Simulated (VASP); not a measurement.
Set up this calculation in VASP 6.6.1, as the native input.

```
Task                   : single point
Functional             : PBE
Potentials or basis    : VASP PAW PBE potentials, release 64 (Ni, Fe)
Cutoff                 : 520 eV
k mesh                 : 8 × 8 × 8
Occupations            : fermi-dirac, width 0.05 eV
Spin                   : collinear spin, ferromagnetic start
Starting moments       : [1.0, 1.0, 1.0, 3.0] μB
Dipole correction      : no
Further INCAR settings : ALGO = Normal; EDIFF = 1e-07; NBANDS = 31
```

The structure of FeNi3 lies in POSCAR:

```
FeNi3
1.0
    3.5684775054      0.0000000000      0.0000000000
    0.0000000000      3.5684775054      0.0000000000
    0.0000000000      0.0000000000      3.5684775054
Ni Fe
3 1
Direct
    0.5000000000      0.5000000000      0.0000000000
    0.5000000000      0.0000000000      0.5000000000
    0.0000000000      0.5000000000      0.5000000000
    0.0000000000      0.0000000000      0.0000000000
```

One way to write it, as run:

INCAR

```
SYSTEM = FeNi3
  PREC = Accurate
  ENCUT = 520
  EDIFF = 1E-7
  ISMEAR = -1
  SIGMA = 0.05
  LREAL = .False.
  LASPH = .True.
  NELM = 150
  ALGO = Normal
  ISIF = 2
  LWAVE = .False.
  LCHARG = .False.
  ISPIN = 2
  MAGMOM = 1 1 1 3
  LORBIT = 11
  LMAXMIX = 4
  GGA = PE
  NBANDS = 31
```

KPOINTS

```
regular mesh
0
Gamma
  8 8 8
  0 0 0
```

Potentials or basis: VASP PAW PBE potentials, release 64 (Ni, Fe).

Run with:

```bash
$ cat potpaw_PBE.64/Ni/POTCAR potpaw_PBE.64/Fe/POTCAR > POTCAR
$ mpirun -np 1 vasp_std > vasp.out
```

It gave:

```json
{
  "Pressure": "-3.7 GPa",
  "Net moment": "4.87 μB per cell",
  "Site moments": "Ni +0.66; Fe +2.94 μB",
  "Valence electrons inside the program's atomic spheres": "Ni 9.30; Fe 7.05"
}
```

Caveat: the cell stands under tension.

Run time: 2 min on 1 thread of Intel Xeon 8259CL (shared host), peak memory 0.22 GiB.
